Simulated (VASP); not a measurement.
Pb:

```
Pb
1.0
     0.00000    2.47502    2.47502
     2.47502    0.00000    2.47502
     2.47502    2.47502    0.00000
Pb
1
Cartesian
  0.0000 0.0000 0.0000
```

- Program: VASP 6.6.1
- Task: relaxation of cell and atoms
- Functional: LDA
- Potentials or basis: VASP PAW LDA potentials, release 64 (Pb_d)
- Cutoff: 600 eV
- k mesh: 9 × 9 × 9
- Occupations: fermi-dirac, width 0.05 eV
- Spin: no spin polarisation

At the start: pressure -2.1 GPa; volume 30.32 Å³/atom.

How do energy, volume and symmetry change on relaxing?

Over 3 steps the energy falls by 8.3 meV/atom and the volume is 29.09 Å³/atom (-4.1 %); space group Fm-3m (No. 225, to 0.05 Å).

Step by step:
| step | energy change (eV) | largest force (eV/Å) | pressure (GPa) | volume (Å³) |
| --- | --- | --- | --- | --- |
| 1 | 0.0000 | 0.0000 | -2.07 | 30.32 |
| 2 | -0.0071 | 0.0000 | 0.90 | 28.64 |
| 3 | -0.0083 | 0.0000 | -0.02 | 29.09 |

Final structure:
```
CELL_PARAMETERS angstrom
0.00000 2.44088 2.44088
2.44088 0.00000 2.44088
2.44088 2.44088 0.00000
ATOMIC_POSITIONS crystal
Pb 0.00000 0.00000 0.00000
```

The cell as given is a measured one (30.32 Å³/atom); LDA puts the equilibrium volume -4.1 % from it, thermal expansion not counted.
